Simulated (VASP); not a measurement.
# Bi (P-1) in VASP: notebook, part 2 of 2

VASP 6.6.1. Earlier steps stand in the parts before.

**3. Single point, LDA (equal xy, yz and zx shear strains of +1 %)**

File INCAR:

```
  PREC = Accurate
  ENCUT = 520
  EDIFF = 1E-7
  ISMEAR = -1
  SIGMA = 0.03
  LREAL = False
  LASPH = True
  NELM = 100
  ALGO = Normal
  ISIF = 2
  LWAVE = False
  LCHARG = True
  LELF = True
  LVHAR = True
  NBANDS = 22
```

File KPOINTS:

```
regular mesh
0
Gamma
  11 11 11
```

File POSCAR:

```
Bi
1.0
    2.2993312633      1.3434519746      3.9719265833
   -2.2466680935      1.3207219778      3.9491965865
    0.0066468302     -2.6048639523      3.9408768302
Bi
2
Direct
    0.2338900000      0.2338900000      0.2338900000
    0.7661100000      0.7661100000      0.7661100000
```

Potentials or basis: VASP PAW LDA potentials, release 64 (Bi_d).

The run is started by

```bash
$ cat potpaw_LDA.64/Bi_d/POTCAR > POTCAR
$ mpirun -np 1 vasp_std > vasp.out
```

OUTCAR:

```text
PREC = Accurate
   ENCUT = 520
   EDIFF = 1E-7
   ISMEAR = -1
   LREAL = False
   LASPH = True
   NELM = 100
   ISIF = 2

 ion  position               nearest neighbor table
   1  0.234  0.234  0.234-   2 3.06   2 3.07   2 3.08   2 3.51   2 3.53   2 3.55
   2  0.766  0.766  0.766-   1 3.06   1 3.07   1 3.08   1 3.51   1 3.53   1 3.55

  LATTYP: Found a triclinic cell.
 ALAT       =     4.5263365162
 B/A-ratio  =     1.0043692043
 C/A-ratio  =     1.0436624976
 COS(alpha) =     0.0028210526
 COS(beta)  =     0.4773959359
 COS(gamma) =     0.4934652004

  Lattice vectors:

 A1 = (   2.2533149237,  -3.9255859301,  -0.0083197563)
 A2 = (   4.5459993568,   0.0227299968,   0.0227299968)
 A3 = (   0.0066468302,  -2.6048639523,   3.9408768302)

Analysis of symmetry for initial positions (statically):
=====================================================================
 Subroutine PRICEL returns:
 Original cell was already a primitive cell.

 Routine SETGRP: Setting up the symmetry group for a
 triclinic supercell.

 Subroutine GETGRP returns: Found  2 space group operations
 (whereof  2 operations were pure point group operations)
 out of a pool of  2 trial point group operations.

The static configuration has the point symmetry S_2 .

Analysis of symmetry for dynamics (positions and initial velocities):
=====================================================================
 Subroutine PRICEL returns:
 Original cell was already a primitive cell.

 Routine SETGRP: Setting up the symmetry group for a
 triclinic supercell.

 Subroutine GETGRP returns: Found  2 space group operations
 (whereof  2 operations were pure point group operations)
 out of a pool of  2 trial point group operations.

The dynamic configuration has the point symmetry S_2 .

 Subroutine INISYM returns: Found  2 space group operations
 (whereof  2 operations are pure point group operations),
 and found     1 'primitive' translations

----------------------------------------------------------------------------------------

                                     Primitive cell

  volume of cell :      70.7609

  direct lattice vectors                    reciprocal lattice vectors
     2.299331263  1.343451975  3.971926583     0.218933260  0.125494267  0.082580678
    -2.246668093  1.320721978  3.949196586    -0.221035898  0.127683169  0.084769579
     0.006646830 -2.604863952  3.940876830     0.000844325 -0.254435749  0.085570773

  length of vectors
     4.782048541  4.731593573  4.723967674     0.265518647  0.268971637  0.268441093

  position of ions in fractional coordinates (direct lattice)
     0.233890000  0.233890000  0.233890000
     0.766110000  0.766110000  0.766110000

  ion indices of the primitive-cell ions
   primitive index   ion index
                 1           1
                 2           2

----------------------------------------------------------------------------------------

 KPOINTS: regular mesh

Automatic generation of k-mesh.
 Grid dimensions read from file:
 generate k-points for:   11   11   11

 Generating k-lattice:

  Cartesian coordinates                     Fractional coordinates (reciprocal lattice)
     0.019903024  0.011408570  0.007507334     0.090909091  0.000000000  0.000000000
    -0.020094173  0.011607561  0.007706325     0.000000000  0.090909091  0.000000000
     0.000076757 -0.023130523  0.007779161     0.000000000  0.000000000  0.090909091

  Length of vectors
     0.024138059  0.024451967  0.024403736

  Shift w.r.t. Gamma in fractional coordinates (k-lattice)
     0.000000000  0.000000000  0.000000000

 Subroutine IBZKPT returns following result:
 ===========================================

 Found    666 irreducible k-points:

 Following reciprocal coordinates:
            Coordinates               Weight
  0.000000  0.000000  0.000000      1.000000
  0.090909  0.000000  0.000000      2.000000
  0.181818  0.000000  0.000000      2.000000
  0.272727  0.000000  0.000000      2.000000
  0.363636  0.000000  0.000000      2.000000
  0.454545  0.000000  0.000000      2.000000
[... 16 lines left out ...]
  0.454545  0.181818  0.000000      2.000000
 -0.454545  0.181818 -0.000000      2.000000
 [... further k-points ...]
   k-points           NKPTS =    666   k-points in BZ     NKDIM =    666   number of bands    NBANDS=     22
   number of dos      NEDOS =    301   number of ions     NIONS =      2
   total plane-waves  NPLWV =  46656
   dimension x,y,z NGX =    36 NGY =   36 NGZ =   36
   dimension x,y,z NGXF=    72 NGYF=   72 NGZF=   72
   ions per type =               2
   NGX,Y,Z   is equivalent  to a cutoff of  12.52, 12.65, 12.67 a.u.
   NGXF,Y,Z  is equivalent  to a cutoff of  25.03, 25.30, 25.34 a.u.
 SYSTEM =  unknown system
   PREC   = accura    normal or accurate (medium, high low for compatibility)
   ISTART =      0    job   : 0-new  1-cont  2-samecut
   ICHARG =      2    charge: 1-file 2-atom 10-const
   ISPIN  =      1    spin polarized calculation?
   LNONCOLLINEAR =      F non collinear calculations
   LSORBIT =      F    spin-orbit coupling
   LASPH  =      T    aspherical Exc in radial PAW
   ENCUT  =  520.0 eV  38.22 Ry    6.18 a.u.   8.89  8.80  8.78*2*pi/ulx,y,z
   NELM   =    100;   NELMIN=  2; NELMDL= -5     # of ELM steps
   EDIFF  = 0.1E-06   stopping-criterion for ELM
   LREAL  =      F    real-space projection
   EDIFFG = 0.1E-05   stopping-criterion for IOM
   NSW    =      0    number of steps for IOM
   IBRION =     -1    ionic relax: 0-MD 1-quasi-New 2-CG
   NFREE  =      0    steps in history (QN), initial steepest desc. (CG)
   ISIF   =      2    stress and relaxation
   ISYM   =      2    0-nonsym 1-usesym 2-fastsym
   POTIM  = 0.5000    time-step for ionic-motion
   TEBEG  =    0.0;   TEEND  =   0.0 temperature during run
   PSTRESS=    0.0 pullay stress
   NELECT =      30.0000    total number of electrons
   NUPDOWN=      -1.0000    fix difference up-down
   EMIN   =  10.00;   EMAX   =-10.00  energy-range for DOS
   EFERMI =   0.00;   METHOD = LEGACY
   ISMEAR =    -1;   SIGMA  =   0.03  broadening in eV -4-tet -1-fermi 0-gaus
   EFERMI_NEDOS =   21; number of points for ismear=-14 and -15
   IALGO  =     38    algorithm
   IMIX   =      4    mixing-type and parameters
     AMIX     =   0.40;   BMIX     =  1.00
     AMIX_MAG =   1.60;   BMIX_MAG =  1.00
  volume/ion in A,a.u.               =      35.38       238.76
  Fermi-wavevector in a.u.,A,eV,Ry     =   1.229846  2.324072 20.579099  1.512521
  Thomas-Fermi vector in A             =   2.364717
   LORBIT       =      0    0 simple, 1 ext, 2 COOP (PROOUT), +10 PAW based schemes
   GGA     = CA    functional components
   LHFCALC =     F    Hartree Fock is set to
   AEXX    =    0.0000 exact exchange contribution
   IVDW    =     0    specifies the selected vdW correction
   LEPSILON=     F    determine dielectric tensor
   LRPA    =     F    only Hartree local field effects (RPA)
 non-spin polarized calculation
  energy-cutoff  :      520.00
  volume of cell :       70.76
 maximum number of plane-waves:      1939
   NGX = 17   NGY = 17   NGZ = 17

 number of electron      30.0000004 magnetization

 Free energy of the ion-electron system (eV)
  ---------------------------------------------------
  ext. energy  EPLUGINS =         0.00000000
  ---------------------------------------------------
  free energy    TOTEN  =        -9.10371816 eV

  energy without entropy =       -9.10308988  energy(sigma->0) =       -9.10340402

 E-fermi :   5.9888     XC(G=0):  -9.7726

 val. band max:        5.9847544592   @ k =   0.2727   0.1818   0.2727
 cond. band min:       5.9927464145   @ k =   0.3636   0.1818   0.1818
 fundamental gap:      0.0079919553
 Fermi energy:         5.9888443276

 k-point     1 :       0.0000    0.0000    0.0000
  band No.  band energies     occupation
      1     -16.8525      2.00000
      2     -16.8436      2.00000
      3     -16.6967      2.00000
      4     -16.6942      2.00000
      5     -16.6785      2.00000
      6     -16.5117      2.00000
[... 14 lines left out ...]
     21      11.9006      0.00000
     22      12.0987      0.00000
[... 552 lines left out ...]
  band No.  band energies     occupation
      1     -16.7786      2.00000
      2     -16.6821      2.00000
      3     -16.6512      2.00000
      4     -16.6334      2.00000
      5     -16.6180      2.00000
      6     -16.5784      2.00000
[... 14 lines left out ...]
     21      14.5071      0.00000
     22      15.6042      0.00000

 [... further k-points ...]

------------------------ aborting loop because EDIFF is reached ----------------------------------------

  FORCE on cell =-STRESS in cart. coord.  units (eV):
  Direction    XX          YY          ZZ          XY          YZ          ZX
  --------------------------------------------------------------------------------------
  -------------------------------------------------------------------------------------
  Total       -0.7047189     -0.8956228     -0.7364492     -0.0418522     -0.1907621     -0.0974172
  in kB      -15.9563280    -20.2787958    -16.6747674     -0.9476224     -4.3192565     -2.2057309
  external PRESSURE =     -17.6366304 kB  Pullay stress =       0.0000000 kB

 VOLUME and BASIS-vectors are now :
 -----------------------------------------------------------------------------
  energy-cutoff  :      520.00
  volume of cell :       70.76
      direct lattice vectors                 reciprocal lattice vectors
     2.299331263  1.343451975  3.971926583     0.218933260  0.125494267  0.082580678
    -2.246668093  1.320721978  3.949196586    -0.221035898  0.127683169  0.084769579
     0.006646830 -2.604863952  3.940876830     0.000844325 -0.254435749  0.085570773

 POSITION                                       TOTAL-FORCE (eV/Angst)
 -----------------------------------------------------------------------------------
      0.01387      0.01387      2.77440        -0.029788     -0.057277      0.060714
      0.04544      0.04544      9.08760         0.029788      0.057277     -0.060714
 -----------------------------------------------------------------------------------
    total drift:                                0.000000     -0.000000      0.000000

  FREE ENERGIE OF THE ION-ELECTRON SYSTEM (eV)
  ---------------------------------------------------
  free  energy   TOTEN  =        -9.1037181563 eV

  energy  without entropy=       -9.1030898800  energy(sigma->0) =       -9.10340402
```

OSZICAR:

```text
N       E                     dE             d eps       ncg     rms          rms(c)
DAV:   1     0.307237805040E+03    0.30724E+03   -0.16176E+04 29320   0.163E+03
DAV:   2     0.171684907503E+02   -0.29007E+03   -0.28304E+03 29682   0.435E+02
DAV:   3    -0.820982307898E+01   -0.25378E+02   -0.25098E+02 35498   0.143E+02
DAV:   4    -0.908895882303E+01   -0.87914E+00   -0.87868E+00 36456   0.294E+01
DAV:   5    -0.912592834351E+01   -0.36970E-01   -0.36969E-01 41954   0.542E+00    0.108E+00
DAV:   6    -0.911071924478E+01    0.15209E-01   -0.19465E-02 38918   0.146E+00    0.628E-01
DAV:   7    -0.910375247053E+01    0.69668E-02   -0.12506E-02 37014   0.119E+00    0.102E-01
DAV:   8    -0.910371068408E+01    0.41786E-04   -0.13006E-03 34298   0.421E-01    0.198E-02
DAV:   9    -0.910371849459E+01   -0.78105E-05   -0.57454E-05 44756   0.561E-02    0.828E-03
DAV:  10    -0.910371809324E+01    0.40134E-06   -0.31356E-06 37356   0.155E-02    0.147E-03
DAV:  11    -0.910371815633E+01   -0.63087E-07   -0.19838E-07 29266   0.362E-03
   1 F= -.91037182E+01 E0= -.91034040E+01  d E =-.628276E-03
```

stdout:

```text
POSCAR found type information on POSCAR Bi
 POSCAR found :  1 types and       2 ions
 scaLAPACK will be used
 LDA part: xc-table for (Slater(with rela. corr.)+CA(PZ))
 , standard interpolation
 POSCAR, INCAR and KPOINTS ok, starting setup
 FFT: planning ... GRIDC
 FFT: planning ... GRID_SOFT
 FFT: planning ... GRID
 WAVECAR not read
 entering main loop
```

Wall time 8.4 min (1 thread of Oxide Virtual Turin-like, shared host); peak memory 0.77 GiB.

What came out:

* Free energy: -9.1037 eV
* Pressure: -1.8 GPa
* Largest force: 0.089 eV/Å
* Band gap on the k mesh: zero (bands 15 and 16 overlap by 0.11 eV)

Forces in eV/Å, atoms in the order of the input:
```
Bi  -0.030 -0.057  0.061
Bi   0.030  0.057 -0.061
```

Caveat: the cell differs from its parent crystal (equal xy, yz and zx shear strains of +1 %); spin-orbit coupling is left out, which moves the levels of the heavy elements.
